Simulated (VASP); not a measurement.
Set up this calculation in VASP 6.6.1, as the native input.

* Task: single point
* Functional: r2SCAN
* Potentials or basis: VASP PAW PBE potentials, release 64 (Y_sv)
* Cutoff: 520 eV
* k mesh: 16 × 16 × 16
* Occupations: gaussian, width 0.15 eV
* Spin: no spin polarisation
* Dipole correction: no
* Further INCAR settings: ALGO = Normal; EDIFF = 1e-06; NBANDS = 12

Crystal: Y.

```xyz
1
Lattice="0.0000 2.5223 2.5223 2.4850 0.0373 2.4850 2.4850 2.4850 0.0373" Properties=species:S:1:pos:R:3 pbc="T T T"
Y     0.0000    0.0000    0.0000
```

This cell differs from its parent crystal: strain +0.0300 x Voigt [0, 0, 0, 1, 0, 0].

One way to write it, as run:

POSCAR

```
Y
1.0
    0.0000000000      2.5222750000      2.5222750000
    2.4850000000      0.0372750000      2.4850000000
    2.4850000000      2.4850000000      0.0372750000
Y
1
Direct
    0.0000000000      0.0000000000      0.0000000000
```

INCAR.step1

```
SYSTEM = Y
PREC     = Accurate       ! precision mode
ENCUT    = 520            ! plane-wave cutoff, eV
ISMEAR   = 0              ! smearing method
SIGMA    = 0.15           ! smearing width, eV
LREAL    = .FALSE.        ! projectors in reciprocal space
LASPH    = .TRUE.         ! aspherical terms in the spheres
NELM     = 100            ! most SCF steps
NBANDS   = 12             ! bands
GGA      = PE             ! functional
ALGO     = Normal         ! electronic algorithm
EDIFF    = 1E-4           ! SCF threshold, eV
LWAVE    = .TRUE.         ! write WAVECAR
LCHARG   = .FALSE.        ! write CHGCAR
```

INCAR.step2

```
SYSTEM = Y
PREC     = Accurate       ! precision mode
ENCUT    = 520            ! plane-wave cutoff, eV
EDIFF    = 1E-6           ! SCF threshold, eV
ISMEAR   = 0              ! smearing method
SIGMA    = 0.15           ! smearing width, eV
LREAL    = .FALSE.        ! projectors in reciprocal space
LASPH    = .TRUE.         ! aspherical terms in the spheres
NELM     = 100            ! most SCF steps
ALGO     = Normal         ! electronic algorithm
ISIF     = 2              ! what is computed and relaxed
LWAVE    = .FALSE.        ! write WAVECAR
LCHARG   = .FALSE.        ! write CHGCAR
METAGGA  = R2SCAN         ! meta-GGA
LMIXTAU  = .TRUE.       
NBANDS   = 12             ! bands
ISTART   = 1
```

KPOINTS

```
regular mesh
0
G
  16 16 16
  0 0 0
```

Potentials or basis: VASP PAW PBE potentials, release 64 (Y_sv).

Launch:

```console
$ cat potpaw_PBE.64/Y_sv/POTCAR > POTCAR
$ cp INCAR.step1 INCAR
$ mpirun -np 1 vasp_std > vasp.out
$ cp INCAR.step2 INCAR
$ mpirun -np 1 vasp_std > vasp.out
```

Results of the run:

```json
{
 "Pressure": "3.4 GPa",
 "Band gap on the k mesh": "zero (an odd number of electrons rules out a gap without spin polarisation)"
}
```

Caveat: the cell differs from its parent crystal (strain +0.0300 x Voigt [0, 0, 0, 1, 0, 0]); the cell stands under pressure; the PAW data sets were made with another functional, which shifts forces and pressure a little.

Wall time 9.2 min on 1 thread of AMD EPYC 9R45 96-Core Processor (Zen 5) (shared host), peak memory 0.36 GiB.
